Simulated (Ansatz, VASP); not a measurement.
# Two plane-wave programs on Au

```xyz
4
Lattice="2.7760 0.0000 0.0000 -1.3880 2.4041 0.0000 0.0000 0.0000 10.6249" Properties=species:S:1:pos:R:3 pbc="T T T"
Au    0.0000    1.6027    4.0416
Au    1.3880    0.8014    9.3541
Au    1.3880    0.8014    6.5832
Au    0.0000    1.6027    1.2708
```

Alike in both runs: functional PBEsol; k mesh 6 × 6 × 4; occupations gaussian, width 0.1 eV; no spin polarisation.

Ansatz relaxed the structure, and its values are those at the end. VASP's run is a single point on that final structure, the one shown.

|  | VASP | Ansatz |
| --- | --- | --- |
| version | VASP 6.6.1 | Ansatz 0.2.0 |
| potentials or method | VASP PAW PBE potentials, release 64 (Au), cutoff 500 eV | scalar-relativistic, plane waves, PAW |
| valence electrons in the cell | 44 | 76 |

Ansatz gave:

- gap on the k mesh at the Fermi level (eV): none
- pressure (GPa): 0.2

Task: What did VASP give for the same quantities?

Result: gap on the k mesh at the Fermi level (eV): none; pressure (GPa): -0.1.

VASP's potentials were made for PBE, not for PBEsol. A gap of «none» marks a metal or a gap that the smearing closes. VASP's potentials hold 44 valence electrons a cell and Ansatz's 76, so a difference there can come from the potentials and not from the codes.

The k mesh is coarse, so the values compare programs but aren't converged. Spin-orbit coupling is off throughout.
